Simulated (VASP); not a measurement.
The system is Mn.

```
Mn
1.0
     2.38904    0.00000    0.00000
     0.00000    2.38904    0.00000
     0.00000    0.00000    2.38904
Mn
1
Direct
  0.00000 0.00000 0.00000
```

This isn't the form of Mn at room conditions, which is a 58-atom cubic cell.

* Program: VASP 6.6.1
* Task: relaxation of cell and atoms
* Functional: PBE
* Potentials or basis: VASP PAW PBE potentials, release 64 (Mn_pv)
* Cutoff: 500 eV
* k mesh: 8 × 8 × 8
* Occupations: gaussian, width 0.1 eV
* Spin: collinear spin, ferromagnetic start
* Starting moments: [1.38] μB

At the start: pressure -13.9 GPa; volume 13.64 Å³/atom.

Q: How do energy, volume and symmetry change on relaxing?

A: Over 3 steps the energy falls by 104.0 meV/atom and the volume is 11.89 Å³/atom (-12.8 %); space group Pm-3m (No. 221, to 0.1 Å) before and after; moment 0.00 μB per cell.

Step by step:
```tsv
step	energy change (eV)	largest force (eV/Å)	pressure (GPa)	volume (Å³)
1	0.0000	0.0000	-13.86	13.64
2	-0.0904	0.0000	9.53	11.44
3	-0.1040	0.0000	0.46	11.89
```

Final structure:
```
Mn
1.0
     2.28219    0.00000    0.00000
     0.00000    2.28219    0.00000
     0.00000    0.00000    2.28219
Mn
1
Direct
  0.00000 0.00000 0.00000
```
